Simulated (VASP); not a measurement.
A run of VASP 6.6.1:

Contents of INCAR:

```
SYSTEM = HfGeTe
PREC = Accurate ; ENCUT = 520
EDIFF = 1E-7 ; ISMEAR = 0
SIGMA = 0.1 ; LREAL = .FALSE.
LASPH = .TRUE. ; NELM = 80
ALGO = Normal ; ISIF = 2
LWAVE = .FALSE. ; LCHARG = .FALSE.
GGA = PS ; NBANDS = 39
```

Contents of KPOINTS:

```
regular mesh
0
G
  10 10 4
  0 0 0
```

Contents of POSCAR:

```
HfGeTe
1.0
    3.8491138017      0.0000000000      0.0000000000
    0.0000000000      3.8491138017      0.0000000000
    0.0000000000      0.0000000000      8.4770992040
Hf Ge Te
2 2 2
Direct
    0.0000000000      0.5000000000      0.2467206717
    0.5000000000      0.0000000000      0.7532793283
    0.0000000000      0.0000000000      0.0000000000
    0.5000000000      0.5000000000      0.0000000000
    0.0000000000      0.5000000000      0.6208999693
    0.5000000000      0.0000000000      0.3791000307
```

Potentials or basis: VASP PAW PBE potentials, release 64 (Hf_pv, Ge_d, Te).

The run is started by

```sh
$ cat potpaw_PBE.64/Hf_pv/POTCAR potpaw_PBE.64/Ge_d/POTCAR potpaw_PBE.64/Te/POTCAR > POTCAR
$ mpirun -np 1 vasp_std > vasp.out
```

Hardware: 1 thread of Intel(R) Xeon(R) 6975P-C (Granite Rapids), on a shared host.

Problem. How long does it take, and how much memory?

Solution. It took 2.6 min on 1 thread of Intel(R) Xeon(R) 6975P-C (Granite Rapids) (shared host), peak memory 0.42 GiB. Counts: scf iterations 15, k points 63.
